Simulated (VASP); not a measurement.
# Si (P6_3/mmc) in VASP: further runs

Si is run at these levels: r2SCAN; tasks: relaxation of cell and atoms, relaxation of shape and atoms at fixed volume, single point.

Everything below comes from runs of VASP 6.6.1. Logs are shortened: lines on timing, memory, paths and dates and some standing lists are left out, and cuts for length are marked.

### Step 1. The cell of the first run

The structure is hexagonal, space group P6_3/mmc (No. 194). Conventional cell: a = 3.831 Å, b = 3.831 Å, c = 6.333 Å, α = 90.00°, β = 90.00°, γ = 120.00°. Within 3.1 Å of Si (site symmetry 3m) lie 4 Si at 2.35 to 2.37 Å.

### Step 2. Relaxation of cell and atoms, r2SCAN

Input file POSCAR:

```
Si
1.0
    3.8313174605      0.0000000000      0.0000000000
   -1.9156587303      3.3180182508      0.0000000000
    0.0000000000      0.0000000000      6.3326220002
Si
4
Direct
    0.3333333300      0.6666666700      0.0630095000
    0.6666666700      0.3333333300      0.5630095000
    0.3333333300      0.6666666700      0.4369905000
    0.6666666700      0.3333333300      0.9369905000
```

Input file INCAR.step1:

```
SYSTEM = Si
PREC = Accurate
ENCUT = 600
ISMEAR = 0
SIGMA = 0.02
LREAL = .FALSE.
LASPH = .TRUE.
NELM = 100
GGA = PE
ALGO = Normal
EDIFF = 1E-4
LWAVE = .TRUE.
LCHARG = .FALSE.
```

Input file INCAR.step2:

```
SYSTEM = Si
PREC = Accurate
ENCUT = 600
EDIFF = 1E-6
ISMEAR = 0
SIGMA = 0.02
LREAL = .FALSE.
LASPH = .TRUE.
NELM = 100
ALGO = Normal
ISIF = 3
LWAVE = .FALSE.
LCHARG = .FALSE.
METAGGA = R2SCAN
LMIXTAU = .TRUE.
IBRION = 2
NSW = 100
EDIFFG = -0.005
ISTART = 1
```

Input file KPOINTS:

```
regular mesh
0
G
  12 12 6
  0 0 0
```

Potentials or basis: VASP PAW PBE potentials, release 64 (Si).

Run with:

```bash
cat potpaw_PBE.64/Si/POTCAR > POTCAR
cp INCAR.step1 INCAR
mpirun -np 1 vasp_std > vasp.out
cp INCAR.step2 INCAR
mpirun -np 1 vasp_std > vasp.out
```

OUTCAR:

```text
SYSTEM = Si
   PREC = Accurate
   ENCUT = 600
   EDIFF = 1E-6
   ISMEAR = 0
   LREAL = .FALSE.
   LASPH = .TRUE.
   NELM = 100
   ISIF = 3
   METAGGA = R2SCAN
   IBRION = 2
   NSW = 100
   EDIFFG = -0.005
   ISTART = 1

 ion  position               nearest neighbor table
   1  0.333  0.667  0.063-   4 2.35   4 2.35   4 2.35   3 2.37
   2  0.667  0.333  0.563-   3 2.35   3 2.35   3 2.35   4 2.37
   3  0.333  0.667  0.437-   2 2.35   2 2.35   2 2.35   1 2.37
   4  0.667  0.333  0.937-   1 2.35   1 2.35   1 2.35   2 2.37

  LATTYP: Found a hexagonal cell.
 ALAT       =     3.8313174605
 C/A-ratio  =     1.6528575524

  Lattice vectors:

 A1 = (   3.8313174605,   0.0000000000,   0.0000000000)
 A2 = (  -1.9156587303,   3.3180182508,   0.0000000000)
 A3 = (   0.0000000000,   0.0000000000,   6.3326220002)

Analysis of symmetry for initial positions (statically):
=====================================================================
 Subroutine PRICEL returns:
 Original cell was already a primitive cell.

 Routine SETGRP: Setting up the symmetry group for a
 hexagonal supercell.

 Subroutine GETGRP returns: Found 24 space group operations
 (whereof 12 operations were pure point group operations)
 out of a pool of 24 trial point group operations.

The static configuration has the point symmetry D_3d.
 The point group associated with its full space group is D_6h.

Analysis of symmetry for dynamics (positions and initial velocities):
=====================================================================
 Subroutine PRICEL returns:
 Original cell was already a primitive cell.

 Routine SETGRP: Setting up the symmetry group for a
 hexagonal supercell.

 Subroutine GETGRP returns: Found 24 space group operations
 (whereof 12 operations were pure point group operations)
 out of a pool of 24 trial point group operations.

The dynamic configuration has the point symmetry D_3d.
 The point group associated with its full space group is D_6h.

 Subroutine INISYM returns: Found 24 space group operations
 (whereof 12 operations are pure point group operations),
 and found     1 'primitive' translations

----------------------------------------------------------------------------------------

                                     Primitive cell

  volume of cell :      80.5027

  direct lattice vectors                    reciprocal lattice vectors
     3.831317461  0.000000000  0.000000000     0.261006823  0.150692360  0.000000000
    -1.915658730  3.318018251  0.000000000     0.000000000  0.301384720  0.000000000
     0.000000000  0.000000000  6.332622000     0.000000000  0.000000000  0.157912473

  length of vectors
     3.831317461  3.831317461  6.332622000     0.301384720  0.301384720  0.157912473

  position of ions in fractional coordinates (direct lattice)
     0.333333330  0.666666670  0.063009500
     0.666666670  0.333333330  0.563009500
     0.333333330  0.666666670  0.436990500
     0.666666670  0.333333330  0.936990500

  ion indices of the primitive-cell ions
   primitive index   ion index
                 1           1
                 2           2
                 3           3
                 4           4

----------------------------------------------------------------------------------------

 KPOINTS: regular mesh

Automatic generation of k-mesh.
 Grid dimensions read from file:
 generate k-points for:   12   12    6

 Generating k-lattice:

  Cartesian coordinates                     Fractional coordinates (reciprocal lattice)
     0.021750569  0.012557697  0.000000000     0.083333333  0.000000000  0.000000000
     0.000000000  0.025115393  0.000000000     0.000000000  0.083333333  0.000000000
     0.000000000  0.000000000  0.026318745     0.000000000  0.000000000  0.166666667

  Length of vectors
     0.025115393  0.025115393  0.026318745

  Shift w.r.t. Gamma in fractional coordinates (k-lattice)
     0.000000000  0.000000000  0.000000000

 Subroutine IBZKPT returns following result:
 ===========================================

 Found     76 irreducible k-points:

[... 39 lines left out ...]
   IMIX   =      4    mixing-type and parameters
     AMIX     =   0.40;   BMIX     =  1.00
     AMIX_MAG =   1.60;   BMIX_MAG =  1.00
  volume/ion in A,a.u.               =      20.13       135.81
  Fermi-wavevector in a.u.,A,eV,Ry     =   0.955384  1.805414 12.418837  0.912759
  Thomas-Fermi vector in A             =   2.084217
   LORBIT       =      0    0 simple, 1 ext, 2 COOP (PROOUT), +10 PAW based schemes
   METAGGA = R2SCAN    functional components
   LHFCALC =     F    Hartree Fock is set to
   AEXX    =    0.0000 exact exchange contribution
   IVDW    =     0    specifies the selected vdW correction
   LEPSILON=     F    determine dielectric tensor
   LRPA    =     F    only Hartree local field effects (RPA)
 conjugate gradient relaxation of ions
 non-spin polarized calculation
 Gauss-broadening in eV      SIGMA  =   0.02
  energy-cutoff  :      600.00
  volume of cell :       80.50
 maximum number of plane-waves:      2738
 NGX is ok and might be reduce to    32
   NGX = 15   NGY = 15   NGZ = 25

--------------------------------------- Ionic step        1  -------------------------------------------

 number of electron      16.0000000 magnetization

 Free energy of the ion-electron system (eV)
  ---------------------------------------------------
  ext. energy  EPLUGINS =         0.00000000
  ---------------------------------------------------
  free energy    TOTEN  =       -35.04800472 eV

  energy without entropy =      -35.04800472  energy(sigma->0) =      -35.04800472

------------------------ aborting loop because EDIFF is reached ----------------------------------------

  FORCE on cell =-STRESS in cart. coord.  units (eV):
  Direction    XX          YY          ZZ          XY          YZ          ZX
  --------------------------------------------------------------------------------------
  -------------------------------------------------------------------------------------
  Total       -0.0662387     -0.0662387      0.0525931      0.0000000     -0.0000000      0.0000000
  in kB       -1.3182935     -1.3182935      1.0467162      0.0000000     -0.0000000      0.0000000
  external PRESSURE =      -0.5299570 kB  Pullay stress =       0.0000000 kB
[... 99 lines left out ...]
  energy  without entropy=      -35.0480503705  energy(sigma->0) =      -35.04805037

--------------------------------------- Ionic step        4  -------------------------------------------

 number of electron      16.0000000 magnetization

 Free energy of the ion-electron system (eV)
  ---------------------------------------------------
  ext. energy  EPLUGINS =         0.00000000
  ---------------------------------------------------
  free energy    TOTEN  =       -35.04805932 eV

  energy without entropy =      -35.04805932  energy(sigma->0) =      -35.04805932

 E-fermi :   6.0871     XC(G=0):  -9.8328

 val. band max:        5.9622316005   @ k =   0.0000   0.0000   0.0000
 cond. band min:       6.5801989625   @ k =   0.5000   0.0000   0.0000
 fundamental gap:      0.6179673621
 Fermi energy:         6.0870977692

 k-point     1 :       0.0000    0.0000    0.0000
  band No.  band energies     occupation
      1      -6.8163      2.00000
      2      -4.4195      2.00000
      3      -1.5713      2.00000
      4       4.3556      2.00000
      5       4.3556      2.00000
      6       5.5830      2.00000
      7       5.9622      2.00000
      8       5.9622      2.00000
      9       7.3458      0.00000
     10       8.1347      0.00000
     11       8.1347      0.00000
     12       8.5144      0.00000
[... 331 lines left out ...]
 k-point    24 :       0.3333    0.0000    0.1667
  band No.  band energies     occupation
      1      -5.4185      2.00000
      2      -3.4630      2.00000
      3      -1.3556      2.00000
      4       1.0494      2.00000
      5       1.1702      2.00000
      6       3.1023      2.00000
      7       4.0259      2.00000
      8       4.5325      2.00000
      9       6.8952      0.00000
     10       8.2395      0.00000
     11       8.7888      0.00000
     12       9.7627      0.00000

 [... further k-points ...]
[... 5 lines left out ...]
  --------------------------------------------------------------------------------------
  -------------------------------------------------------------------------------------
  Total        0.0004646      0.0004646      0.0060830     -0.0000000      0.0000000      0.0000000
  in kB        0.0092519      0.0092519      0.1211366     -0.0000000      0.0000000      0.0000000
  external PRESSURE =       0.0465468 kB  Pullay stress =       0.0000000 kB
[... 19 lines left out ...]
  FREE ENERGIE OF THE ION-ELECTRON SYSTEM (eV)
  ---------------------------------------------------
  free  energy   TOTEN  =       -35.0480593221 eV

  energy  without entropy=      -35.0480593221  energy(sigma->0) =      -35.04805932

 reached required accuracy - stopping structural energy minimisation
```

It took 8.3 min on 1 thread of Intel Xeon Platinum 8259CL at 2.50GHz (Skylake/Cascade Lake), shared host; peak memory 0.27 GiB.

Results:

| Item | Value |
| --- | --- |
| Free energy | -35.0481 eV |
| Relaxed volume | 20.11 Å³/atom |
| Relaxed cell | a = 3.829 Å, b = 3.829 Å, c = 6.336 Å, α = 90.00°, β = 90.00°, γ = 120.00° |
| Space group after relaxing (to 0.05 Å) | P6_3/mmc (No. 194) |
| Energy gained by relaxing | 0.0 meV/atom |
| Ionic steps | 4 |
| Pressure after relaxing | 0.0 GPa |
| Band gap on the k mesh | 0.62 eV, indirect (least direct gap 1.38 eV) |

Final structure:
```
CELL_PARAMETERS angstrom
3.82907 0.00000 0.00000
-1.91454 3.31607 0.00000
0.00000 0.00000 6.33626
ATOMIC_POSITIONS crystal
Si 0.33333 0.66667 0.06306
Si 0.66667 0.33333 0.56306
Si 0.33333 0.66667 0.43694
Si 0.66667 0.33333 0.93694
```

Caveat: the PAW data sets were made with another functional, which shifts forces and pressure a little. A k mesh can miss the band edges.

### Step 3. Relaxation of shape and atoms at fixed volume, r2SCAN (volume scaled by 0.94)

Input file POSCAR:

```
Si
1.0
    3.7521910351      0.0000000000      0.0000000000
   -1.8760955176      3.2494927563      0.0000000000
    0.0000000000      0.0000000000      6.2173040128
Si
4
Direct
    0.3333333333      0.6666666667      0.0632531559
    0.6666666667      0.3333333333      0.5632531559
    0.3333333333      0.6666666667      0.4367468441
    0.6666666667      0.3333333333      0.9367468441
```

Input file INCAR.step1:

```
PREC = Accurate ; ENCUT = 600
ISMEAR = 0 ; SIGMA = 0.02
LREAL = F ; LASPH = T
NELM = 100 ; GGA = PE
ALGO = Normal ; EDIFF = 1E-4
LWAVE = T ; LCHARG = F
```

Input file INCAR.step2:

```
PREC = Accurate ; ENCUT = 600
EDIFF = 1E-6 ; ISMEAR = 0
SIGMA = 0.02 ; LREAL = F
LASPH = T ; NELM = 100
ALGO = Normal ; ISIF = 4
LWAVE = F ; LCHARG = F
METAGGA = R2SCAN ; LMIXTAU = T
IBRION = 2 ; NSW = 50
EDIFFG = -0.01 ; ISTART = 1
```

Input file KPOINTS:

```
regular mesh
0
Gamma
  12 12 6
```

Potentials or basis: VASP PAW PBE potentials, release 64 (Si).

Run with:

```bash
cat potpaw_PBE.64/Si/POTCAR > POTCAR
cp INCAR.step1 INCAR
mpirun -np 1 vasp_std > vasp.out
cp INCAR.step2 INCAR
mpirun -np 1 vasp_std > vasp.out
```

Run time: 12 min. Hardware: 1 thread of Intel Xeon 8259CL, shared host; peak memory 0.25 GiB.

It converged, with:

| Quantity | Value |
| --- | --- |
| Free energy | -34.9577 eV |
| Energy gained by relaxing | 0.0 meV/atom |
| Ionic steps | 3 |
| Pressure after relaxing | 6.6 GPa |
| Band gap on the k mesh | 0.48 eV, indirect (least direct gap 1.56 eV) |

Final structure:
```cif
data_structure
_symmetry_space_group_name_H-M 'P 1'
_symmetry_Int_Tables_number 1
_cell_length_a 3.7524
_cell_length_b 3.7524
_cell_length_c 6.2166
_cell_angle_alpha 90.000
_cell_angle_beta 90.000
_cell_angle_gamma 120.000
_cell_volume 75.81
loop_
_atom_site_label
_atom_site_type_symbol
_atom_site_fract_x
_atom_site_fract_y
_atom_site_fract_z
_atom_site_occupancy
Si1 Si 0.33333 0.66667 0.06330 1
Si2 Si 0.66667 0.33333 0.56330 1
Si3 Si 0.33333 0.66667 0.43670 1
Si4 Si 0.66667 0.33333 0.93670 1
```

Levels at points of the mesh, in eV from the valence-band top:
```
           k point  band 4  band 5  band 6  band 7  band 8  band 9  band 10  band 11  band 12
(0.00, 0.00, 0.00)   -1.70   -1.70   -0.45    0.00    0.00    1.56     2.12     2.12     2.57
(0.50, 0.00, 0.00)   -6.43   -5.19   -3.42   -3.36   -1.62    0.48     2.71     3.14     3.27
(0.00, 0.00, 0.50)   -4.59   -1.04   -1.04   -1.04   -1.04    2.33     2.33     3.18     3.18
(0.50, 0.00, 0.50)   -7.86   -2.74   -2.74   -2.72   -2.72    1.14     1.14     1.76     1.76
```

Caveat: the cell differs from its parent crystal (volume scaled by 0.94); the PAW data sets were made with another functional, which shifts forces and pressure a little.

### Step 4. Single point, r2SCAN

This run uses another cell than the first one, of 15.07 Å³/atom, 0.749 times its volume.

Input file POSCAR:

```
Si
1.0
    3.4545780092      0.0000000000      0.0000000000
   -1.7272890046      2.9917523153      0.0000000000
    0.0000000000      0.0000000000      5.8329603371
Si
4
Direct
    0.3333333333      0.6666666667      0.0661949265
    0.6666666667      0.3333333333      0.5661949265
    0.3333333333      0.6666666667      0.4338050735
    0.6666666667      0.3333333333      0.9338050735
```

Input file INCAR.step1:

```
SYSTEM = Si
PREC = Accurate ; ENCUT = 520
ISMEAR = 0 ; SIGMA = 0.01
LREAL = .FALSE. ; LASPH = .TRUE.
NELM = 100 ; NBANDS = 16
GGA = PE ; ALGO = Normal
EDIFF = 1E-4 ; LWAVE = .TRUE.
LCHARG = .FALSE.
```

Input file INCAR.step2:

```
SYSTEM = Si
PREC = Accurate ; ENCUT = 520
EDIFF = 1E-7 ; ISMEAR = 0
SIGMA = 0.01 ; LREAL = .FALSE.
LASPH = .TRUE. ; NELM = 100
ALGO = Normal ; ISIF = 2
LWAVE = .FALSE. ; LCHARG = .FALSE.
METAGGA = R2SCAN ; LMIXTAU = .TRUE.
NBANDS = 16 ; ISTART = 1
```

Input file KPOINTS:

```
Automatic mesh
0
G
  12 12 6
  0 0 0
```

Run with:

```bash
cat potpaw_PBE.64/Si/POTCAR > POTCAR
cp INCAR.step1 INCAR
mpirun -np 1 vasp_std > vasp.out
cp INCAR.step2 INCAR
mpirun -np 1 vasp_std > vasp.out
```

It took 4.7 min on 1 thread of Intel Xeon Platinum 8488C (Sapphire Rapids), shared host; peak memory 0.21 GiB.

It converged, with:

| Quantity | Value |
| --- | --- |
| Free energy | -32.5644 eV |
| Pressure | 49.7 GPa |
| Band gap on the k mesh | zero (band 8 reaches 9.64 eV, above the bottom of band 9 at 9.02 eV) |

Forces on the atoms (eV/Å):
```
Si   0.000  0.000 -0.003
Si   0.000  0.000 -0.003
Si   0.000  0.000  0.003
Si   0.000  0.000  0.003
```

Stress tensor (GPa, compression positive):
```
49.71  0.00  0.00
 0.00 49.71  0.00
 0.00  0.00 49.58
```

Levels at points of the mesh, in eV from the Fermi level:
```
           k point  band 5  band 6  band 7  band 8  band 9  band 10  band 11  band 12
(0.00, 0.00, 0.00)   -1.77   -0.77    0.29    0.29    2.12     2.12     2.46     2.56
(0.50, 0.00, 0.00)   -6.38   -4.37   -3.97   -1.75    0.08     2.71     2.88     3.00
(0.00, 0.00, 0.50)   -0.99   -0.99   -0.99   -0.99    3.15     3.15     3.26     3.26
(0.50, 0.00, 0.50)   -3.32   -3.32   -3.13   -3.13    1.09     1.09     1.23     1.23
```

Caveat: the PAW data sets were made with another functional, which shifts forces and pressure a little.

### Step 5. Single point, r2SCAN

This run uses another cell than the first one, of 13.18 Å³/atom, 0.655 times its volume.

Input file POSCAR:

```
Si
1.0
    3.2297711839      0.0000000000      0.0000000000
   -1.6148855919      2.7970638936      0.0000000000
    0.0000000000      0.0000000000      5.8351305087
Si
4
Direct
    0.3333333333      0.6666666667      0.0747491822
    0.6666666667      0.3333333333      0.5747491822
    0.3333333333      0.6666666667      0.4252508178
    0.6666666667      0.3333333333      0.9252508178
```

Input file INCAR.step1:

```
PREC = Accurate
ENCUT = 520
ISMEAR = 0
SIGMA = 0.1
LREAL = F
LASPH = T
NELM = 60
NBANDS = 16
GGA = PE
ALGO = Normal
EDIFF = 1E-4
LWAVE = T
LCHARG = F
```

Input file INCAR.step2:

```
PREC = Accurate
ENCUT = 520
EDIFF = 1E-6
ISMEAR = 0
SIGMA = 0.1
LREAL = F
LASPH = T
NELM = 60
ALGO = Normal
ISIF = 2
LWAVE = F
LCHARG = F
METAGGA = R2SCAN
LMIXTAU = T
NBANDS = 16
ISTART = 1
```

Input file KPOINTS:

```
Automatic mesh
0
Gamma
  12 12 8
```

Run with:

```bash
cat potpaw_PBE.64/Si/POTCAR > POTCAR
cp INCAR.step1 INCAR
mpirun -np 1 vasp_std > vasp.out
cp INCAR.step2 INCAR
mpirun -np 1 vasp_std > vasp.out
```

Wall time 2.4 min (1 thread of Intel Xeon Platinum 8488C (Sapphire Rapids), shared host); peak memory 0.19 GiB.

It converged, with:

```yaml
Free_energy: -29.3080 eV
Pressure: 89.6 GPa
Largest_force: 0.007 eV/Å
Band_gap_on_the_k_mesh: zero (band 8 reaches 12.20 eV, above the bottom of band 9 at 9.87 eV)
```

Forces on the atoms (eV/Å):
```
Si   0.000  0.000 -0.007
Si   0.000  0.000 -0.007
Si   0.000  0.000  0.007
Si   0.000  0.000  0.007
```

Stress tensor (GPa, compression positive):
```
89.79  0.00  0.00
 0.00 89.79  0.00
 0.00  0.00 89.24
```

Levels at points of the mesh, in eV from the Fermi level:
```csv
k point,band 4,band 5,band 6,band 7,band 8,band 9,band 10,band 11,band 12,band 13
"(0.00, 0.00, 0.00)",-1.84,-1.02,-1.02,1.03,1.03,1.44,2.61,2.61,3.74,5.29
"(0.50, 0.00, 0.00)",-7.90,-7.20,-5.21,-3.75,-1.51,0.20,1.81,2.85,2.92,5.93
"(0.00, 0.00, 0.50)",-6.69,-0.26,-0.26,-0.26,-0.26,3.72,3.72,3.72,3.72,3.76
"(0.50, 0.00, 0.50)",-9.73,-4.10,-4.10,-2.92,-2.92,0.46,0.46,1.20,1.20,6.27
```

Caveat: the PAW data sets were made with another functional, which shifts forces and pressure a little.

### Step 6. The runs side by side

```csv
task,cell,k mesh,cutoff (eV),smearing,gap on the mesh (eV),pressure (GPa)
relaxation of cell and atoms,"relaxed from a = 3.831, b = 3.831, c = 6.333 Å, angles 90.0, 90.0, 120.0°, 4 atoms",12 × 12 × 6,600,gaussian 0.02 eV,0.62,0.0
relaxation of shape and atoms at fixed volume,"relaxed from a = 3.752, b = 3.752, c = 6.217 Å, angles 90.0, 90.0, 120.0°, 4 atoms",12 × 12 × 6,600,gaussian 0.02 eV,0.48,6.6
single point,"a = 3.455, b = 3.455, c = 5.833 Å, angles 90.0, 90.0, 120.0°, 4 atoms",12 × 12 × 6,520,gaussian 0.01 eV,none,49.7
single point,"a = 3.230, b = 3.230, c = 5.835 Å, angles 90.0, 90.0, 120.0°, 4 atoms",12 × 12 × 8,520,gaussian 0.1 eV,none,89.6
```

Alike in all rows: level r2SCAN; potentials or basis VASP PAW PBE potentials, release 64 (Si); no spin polarisation.

Caveats: the PAW data sets were made with another functional, which shifts forces and pressure a little.

Total energies depend on the potentials used, so only differences within one code and one set of settings carry meaning.
